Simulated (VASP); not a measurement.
Wanted: the native input for a VASP 6.6.1 run.

```
Task                   : single point
Functional             : LDA
Potentials or basis    : VASP PAW LDA potentials, release 64 (Sn_d)
Cutoff                 : 520 eV
k mesh                 : 15 × 15 × 8
Occupations            : fermi-dirac, width 0.08 eV
Spin                   : no spin polarisation
Dipole correction      : no
Further INCAR settings : ALGO = Normal; EDIFF = 1e-06; NBANDS = 21
```

The structure of Sn lies in POSCAR:

```
Sn
1.0
    2.9247003112      0.0000000000      0.0000000000
   -1.4623501556      2.5328647680      0.0000000000
    0.0000000000      0.0000000000      4.7857695611
Sn
2
Direct
    0.3333333333      0.6666666667      0.2500000000
    0.6666666667      0.3333333333      0.7500000000
```

One way to write it, as run:

INCAR

```
SYSTEM = Sn
  PREC = Accurate
  ENCUT = 520
  EDIFF = 1E-6
  ISMEAR = -1
  SIGMA = 0.08
  LREAL = .FALSE.
  LASPH = .TRUE.
  NELM = 80
  ALGO = Normal
  ISIF = 2
  LWAVE = .FALSE.
  LCHARG = .FALSE.
  GGA = CA
  NBANDS = 21
```

KPOINTS

```
regular mesh
0
G
  15 15 8
  0 0 0
```

Potentials or basis: VASP PAW LDA potentials, release 64 (Sn_d).

The run is started by

```console
$ cat potpaw_LDA.64/Sn_d/POTCAR > POTCAR
$ mpirun -np 1 vasp_std > vasp.out
```

It gave:

The pressure is 52.4 GPa and the band gap on the k mesh is zero (band 14 reaches 22.85 eV, above the bottom of band 15 at 10.55 eV).

Caveat: spin-orbit coupling is left out, which moves the levels of the heavy elements.

Run time: 62 s on 1 thread of Intel Xeon 6975P-C (shared host), peak memory 0.19 GiB.
